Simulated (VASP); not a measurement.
Set up this calculation in VASP 6.6.1, as the native input.

| Item | Value |
| --- | --- |
| Task | single point |
| Functional | LDA |
| Potentials or basis | VASP PAW LDA potentials, release 64 (Sr_sv, O) |
| Cutoff | 520 eV |
| k mesh | 8 × 8 × 8 |
| Occupations | gaussian, width 0.05 eV |
| Spin | no spin polarisation |
| Dipole correction | no |
| Further INCAR settings | ALGO = Normal; EDIFF = 1e-06; NBANDS = 15 |

The structure of SrO lies in POSCAR:

```
SrO
1.0
    0.0000000000      2.4413100000      2.5698000000
    2.4413100000      0.0000000000      2.5698000000
    2.4413100000      2.4413100000      0.0000000000
Sr O
1 1
Direct
    0.0000000000      0.0000000000      0.0000000000
    0.5000000000      0.5000000000      0.5000000000
```

This cell differs from its parent crystal: strain -0.050 along x and y, +0.000 along z.

These files were run (other wordings do the same):

INCAR

```
SYSTEM = SrO
PREC = Accurate ; ENCUT = 520
EDIFF = 1E-6 ; ISMEAR = 0
SIGMA = 0.05 ; LREAL = .FALSE.
LASPH = .TRUE. ; NELM = 60
ALGO = Normal ; ISIF = 2
LWAVE = .FALSE. ; LCHARG = .TRUE.
GGA = CA ; LELF = .TRUE.
LVHAR = .TRUE. ; NBANDS = 15
```

KPOINTS

```
regular mesh
0
G
  8 8 8
  0 0 0
```

Potentials or basis: VASP PAW LDA potentials, release 64 (Sr_sv, O).

Run with:

```sh
$ cat potpaw_LDA.64/Sr_sv/POTCAR potpaw_LDA.64/O/POTCAR > POTCAR
$ mpirun -np 1 vasp_std > vasp.out
```

It gave:

* Pressure: 8.8 GPa
* Band gap on the k mesh: 2.81 eV, direct

Caveat: the cell differs from its parent crystal (strain -0.050 along x and y, +0.000 along z).

It took 44 s on 1 thread of Intel Xeon 8259CL, on a shared host, peak memory 0.16 GiB.
